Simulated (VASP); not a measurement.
Input of a VASP 6.6.1 run:

POSCAR

```
TaN
1.0
    2.7323076900      0.0000000000      0.0000000000
    0.0000000000      2.7323076900      0.0000000000
    0.0000000000      0.0000000000      2.7323076900
Ta N
1 1
Direct
    0.0000000000      0.0000000000      0.0000000000
    0.5000000000      0.5000000000      0.5000000000
```

The input INCAR.step1:

```
  PREC = Accurate
  ENCUT = 520
  ISMEAR = 0
  SIGMA = 0.05
  LREAL = False
  LASPH = True
  NELM = 150
  ISPIN = 2
  MAGMOM = 0.12 0.01
  LMAXMIX = 4
  LDAU = True
  LDAUTYPE = 2
  LDAUL = 2 -1
  LDAUU = 1 0
  LDAUJ = 0 0
  NBANDS = 19
  GGA = PE
  ALGO = Normal
  EDIFF = 1E-4
  LWAVE = True
  LCHARG = False
```

INCAR.step2

```
  PREC = Accurate
  ENCUT = 520
  EDIFF = 1E-7
  ISMEAR = 0
  SIGMA = 0.05
  LREAL = False
  LASPH = True
  NELM = 150
  ALGO = Normal
  ISIF = 2
  LWAVE = False
  LCHARG = False
  ISPIN = 2
  MAGMOM = 0.12 0.01
  LORBIT = 11
  LMAXMIX = 4
  LDAU = True
  LDAUTYPE = 2
  LDAUL = 2 -1
  LDAUU = 1 0
  LDAUJ = 0 0
  LDAUPRINT = 1
  METAGGA = R2SCAN
  LMIXTAU = True
  NBANDS = 19
  ISTART = 1
```

Contents of KPOINTS:

```
regular mesh
0
Gamma
  7 7 7
```

Potentials or basis: VASP PAW PBE potentials, release 64 (Ta_pv, N).

The run is started by

```bash
$ cat potpaw_PBE.64/Ta_pv/POTCAR potpaw_PBE.64/N/POTCAR > POTCAR
$ cp INCAR.step1 INCAR
$ mpirun -np 1 vasp_std > vasp.out
$ cp INCAR.step2 INCAR
$ mpirun -np 1 vasp_std > vasp.out
```

Problem. What does it give for the net moment?

Solution. 0.19 μB per cell.

Problem. Predict the site moments.

Solution. Ta +0.16; N +0.00 μB.

Problem. What does it give for the pressure?

Solution. 6.6 GPa.

Eigenvalues of the final occupation matrices:
```
    site  spin  trace               eigenvalues
site 1 d     1   1.36  0.16 0.16 0.16 0.44 0.44
site 1 d     2   1.21  0.16 0.16 0.16 0.37 0.37
```

Caveat: the PAW data sets were made with another functional, which shifts forces and pressure a little; spin-orbit coupling is left out, which moves the levels of the heavy elements. The state reached can hang on the start; a lower one may exist.
